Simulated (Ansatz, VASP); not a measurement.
# B5O in VASP and in Ansatz

```
B O
1.0
     4.05507    0.00000    0.00000
    -2.02754    3.51180    0.00000
     0.00000    0.00000    2.90514
B O
5 1
Direct
  0.66667 0.33333 0.00000
  0.33333 0.66667 0.00000
  0.50000 0.50000 0.50000
  0.00000 0.50000 0.50000
  0.50000 0.00000 0.50000
  0.00000 0.00000 0.00000
```

Alike in both runs: task relaxation of cell and atoms; functional PBE; k mesh 12 × 12 × 14; occupations gaussian, width 0.1 eV; no spin polarisation.

```csv
,VASP,Ansatz
version,VASP 6.6.1,Ansatz 0.2.0
potentials or method,"VASP PAW PBE potentials, release 64 (B, O), cutoff 600 eV","scalar-relativistic, plane waves, PAW"
valence electrons in the cell,21,21
```

Ansatz gave:

- gap on the k mesh at the Fermi level, each at its own relaxed structure (eV): none
- relaxed volume (Å³/atom): 6.88
- relaxed length of the cell vector where the two differ most in proportion (Å): 4.046

**Question.** What did VASP give for the same quantities?

**Answer.** gap on the k mesh at the Fermi level, each at its own relaxed structure (eV): none; relaxed volume (Å³/atom): 6.87; relaxed length of the cell vector where the two differ most in proportion (Å): 4.043.

A gap of «none» marks a metal or a gap that the smearing closes.

Noted on VASP's run: too few bands were computed for a metal, which touches its energy and stress.
